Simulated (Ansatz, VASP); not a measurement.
## Re in VASP and in Ansatz

```xyz
1
Lattice="0.0000 1.9483 1.9483 1.9483 0.0000 1.9483 1.9483 1.9483 0.0000" Properties=species:S:1:pos:R:3 pbc="T T T"
Re    0.0000    0.0000    0.0000
```

Change from the starting cell: volume scaled by 0.96, PAW files.

Alike in both runs: task electric field gradients; functional PBEsol; k mesh 14 × 14 × 14; occupations fermi-dirac, width 0.05 eV; no spin polarisation.

```csv
,VASP,Ansatz
version,VASP 6.6.1,Ansatz 0.2.0
potentials or method,"VASP PAW PBE potentials, release 64 (Re)","PAW with Ansatz's default frozen-core files, scalar-relativistic"
plane-wave cutoff (eV),520,420
valence electrons in the cell,7,15
```

```tsv
	VASP	Ansatz	Ansatz less VASP
pressure (GPa)	-5.0	-4.9	+0.13
```

VASP's potentials were made for PBE, not for PBEsol. The functional is the same, so the differences come from potentials, cutoffs and numerics. VASP's potentials hold 7 valence electrons a cell and Ansatz's 15, so a difference there can come from the potentials and not from the codes.

Spin-orbit coupling is off throughout.
